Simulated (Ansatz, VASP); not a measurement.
## W3N4: VASP beside Ansatz

```
CELL_PARAMETERS angstrom
4.54555 0.00000 0.00000
0.00000 4.54555 0.00000
0.00000 0.00000 4.54555
ATOMIC_POSITIONS crystal
W 0.00000 0.00000 0.50000
W 0.50000 0.00000 0.00000
W 0.00000 0.50000 0.00000
N 0.25002 0.74998 0.25002
N 0.74998 0.25002 0.25002
N 0.25002 0.25002 0.74998
N 0.74998 0.74998 0.74998
```

Change from the starting cell: species swapped into the Sn3As4 type (P-43m, No. 215).

Alike in both runs: task relaxation of cell and atoms; functional PBE; k mesh 8 × 8 × 8; occupations gaussian, width 0.1 eV; no spin polarisation.

|  | VASP | Ansatz |
| --- | --- | --- |
| version | VASP 6.6.1 | Ansatz 0.2.0 |
| potentials or method | VASP PAW PBE potentials, release 64 (W_sv, N), cutoff 600 eV | scalar-relativistic, plane waves, PAW |
| valence electrons in the cell | 62 | 62 |

```csv
,VASP,Ansatz,Ansatz less VASP
"gap on the k mesh at the Fermi level, each at its own relaxed structure (eV)",none,none,-
relaxed volume (Å³/atom),13.33,13.30,-0.033
relaxed length of the cell vector where the two differ most in proportion (Å),4.536,4.532,-0.0037
```

A gap of «none» marks a metal or a gap that the smearing closes.

Neither program's run includes spin-orbit coupling.
